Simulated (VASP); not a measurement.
Set up this calculation in VASP 6.6.1, as the native input.

```
Task                   : single point
Functional             : PBE
Potentials or basis    : VASP PAW PBE potentials, release 64 (Ta_pv, F)
Cutoff                 : 520 eV
k mesh                 : 14 × 14 × 14
Occupations            : gaussian, width 0.15 eV
Spin                   : no spin polarisation
Dipole correction      : no
Further INCAR settings : ALGO = Normal; EDIFF = 1e-06; NBANDS = 24
```

The structure of TaF3 lies in POSCAR:

```
TaF3
1.0
    3.9546477375      0.0000000000      0.0000000000
    0.0000000000      3.9546477375      0.0000000000
    0.0000000000      0.0000000000      3.7964618280
Ta F
1 3
Direct
    0.0000000000      0.0000000000      0.0000000000
    0.5000000000      0.0000000000      0.0000000000
    0.0000000000      0.5000000000      0.0000000000
    0.0000000000      0.0000000000      0.5000000000
```

This cell differs from its parent crystal: ratio of the length along z to the lengths across it x 0.96, volume and fractional coordinates fixed.

These files were run (other wordings do the same):

INCAR

```
SYSTEM = TaF3
ALGO = Normal ; EDIFF = 1E-6
ENCUT = 520 ; GGA = PE
ISIF = 2 ; ISMEAR = 0
LASPH = .TRUE. ; LCHARG = .TRUE.
LELF = .TRUE. ; LREAL = .FALSE.
LVHAR = .TRUE. ; LWAVE = .FALSE.
NBANDS = 24 ; NELM = 80
PREC = Accurate ; SIGMA = 0.15
```

KPOINTS

```
k-points
0
G
  14 14 14
  0 0 0
```

Potentials or basis: VASP PAW PBE potentials, release 64 (Ta_pv, F).

Command:

```sh
$ cat potpaw_PBE.64/Ta_pv/POTCAR potpaw_PBE.64/F/POTCAR > POTCAR
$ mpirun -np 1 vasp_std > vasp.out
```

It gave:

```json
{
 "Pressure": "26.7 GPa",
 "Band gap on the k mesh": "zero (bands 16 and 17 overlap by 2.87 eV)"
}
```

Caveat: the stress differs along the axes, from 20 to 40 GPa; spin-orbit coupling is left out, which moves the levels of the heavy elements.

Wall time 3.1 min on 1 thread of Intel(R) Xeon(R) Platinum 8488C (Sapphire Rapids), with other jobs on the host, peak memory 0.43 GiB.
